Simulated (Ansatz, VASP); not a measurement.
# Two plane-wave programs on LiNbO3

```
CELL_PARAMETERS angstrom
3.93317 -0.02950 0.00000
-0.02950 3.93317 0.00000
0.00000 0.00000 3.93317
ATOMIC_POSITIONS crystal
Li 0.00000 0.00000 0.00000
Nb 0.50000 0.50000 0.50000
O 0.50000 0.50000 0.00000
O 0.50000 0.00000 0.50000
O 0.00000 0.50000 0.50000
```

Change from the starting cell: shear_xy strain -1.5%.

Alike in both runs: task single point; functional PBE; k mesh 6 × 6 × 6; occupations fermi-dirac, width 0.02 eV; no spin polarisation.

|  | VASP | Ansatz |
| --- | --- | --- |
| version | VASP 6.6.1 | Ansatz 0.2.0 |
| potentials or method | VASP PAW PBE potentials, release 64 (Li_sv, Nb_sv, O) | plane waves, PAW |
| plane-wave cutoff (eV) | 520 | 420 |
| valence electrons in the cell | 34 | 34 |

|  | VASP | Ansatz | Ansatz less VASP |
| --- | --- | --- | --- |
| gap on the k mesh at the Fermi level (eV) | 1.70 | 1.72 | +0.022 |

With one functional, cell and mesh, what is left measures potentials, basis and numerics.

Noted on VASP's run: the cutoff is under 1.25 times that of the potentials, so the pressure is a little rough.
